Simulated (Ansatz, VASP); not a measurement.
# Two plane-wave programs on H2S

```xyz
3
Lattice="14.0000 0.0000 0.0000 0.0000 14.5000 0.0000 0.0000 0.0000 15.0000" Properties=species:S:1:pos:R:3 pbc="T T T"
S     6.9732    7.7322    7.5045
H     6.0328    6.7616    7.4877
H     7.9689    6.8183    7.5124
```

Alike in both runs: functional PBE; dispersion D3(BJ); k mesh 1 × 1 × 1; occupations gaussian, width 0.005 eV; no spin polarisation.

Ansatz relaxed the structure, and its values are those at the end. VASP's run is a single point on that final structure, the one shown.

|  | VASP | Ansatz |
| --- | --- | --- |
| version | VASP 6.6.1 | Ansatz 0.2.0 |
| potentials or method | VASP PAW PBE potentials, release 64 (S, H_h), cutoff 1000 eV | scalar-relativistic, plane waves, PAW |
| valence electrons in the cell | 8 | 8 |

|  | VASP | Ansatz | Ansatz less VASP |
| --- | --- | --- | --- |
| gap on the k mesh at the Fermi level (eV) | 5.39 | 5.36 | -0.030 |
| rms of the force components (eV/Å) | 0.055 | 0.000 | -0.0548 |
